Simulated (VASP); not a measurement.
Set up this calculation in VASP 6.6.1, as the native input.

```yaml
Task: single point
Functional: PBE
Potentials_or_basis: VASP PAW PBE potentials, release 64 (K_sv, Mg, F)
Cutoff: 520 eV
k_mesh: 6 × 6 × 4
Occupations: gaussian, width 0.1 eV
Spin: no spin polarisation
Dipole_correction: no
Further_INCAR_settings: ALGO = Normal; EDIFF = 1e-06; NBANDS = 43
```

The structure of KMgF3 lies in POSCAR:

```
KMgF3
1.0
    5.5588457100      0.0000000000      0.0000000000
   -2.7794228550      4.8141016005      0.0000000000
    0.0000000000      0.0000000000      4.7492092122
K Mg F
2 2 6
Direct
    0.0000000000      0.0000000000      0.5000000000
    0.0000000000      0.0000000000      0.0000000000
    0.3333333333      0.6666666667      0.7500000000
    0.6666666667      0.3333333333      0.2500000000
    0.1460000000      0.2919999999      0.2500000000
    0.8540000000      0.1460000000      0.7500000000
    0.8540000000      0.7080000001      0.7500000000
    0.1460000000      0.8540000000      0.2500000000
    0.7080000001      0.8540000000      0.2500000000
    0.2919999999      0.1460000000      0.7500000000
```

The input as run:

INCAR

```
SYSTEM = KMgF3
ALGO = Normal ; EDIFF = 1E-6
ENCUT = 520 ; GGA = PE
ISIF = 2 ; ISMEAR = 0
LASPH = .TRUE. ; LCHARG = .TRUE.
LELF = .TRUE. ; LREAL = .FALSE.
LVHAR = .TRUE. ; LWAVE = .FALSE.
NBANDS = 43 ; NELM = 60
PREC = Accurate ; SIGMA = 0.1
```

KPOINTS

```
k-points
0
G
  6 6 4
  0 0 0
```

Potentials or basis: VASP PAW PBE potentials, release 64 (K_sv, Mg, F).

Run with:

```console
$ cat potpaw_PBE.64/K_sv/POTCAR potpaw_PBE.64/Mg/POTCAR potpaw_PBE.64/F/POTCAR > POTCAR
$ mpirun -np 1 vasp_std > vasp.out
```

Results of the run:

```yaml
Pressure: 85.8 GPa
Largest_force: 16.062 eV/Å
Band_gap_on_the_k_mesh: zero (bands 32 and 33 overlap by 0.39 eV)
```

Caveat: the cell stands under pressure; forces of over 1 eV/Å act on the atoms, so gaps and moduli don't describe the material at rest.

Wall time 66 s on 1 thread of Intel(R) Xeon(R) 6975P-C (Granite Rapids), on a shared host, peak memory 0.29 GiB.
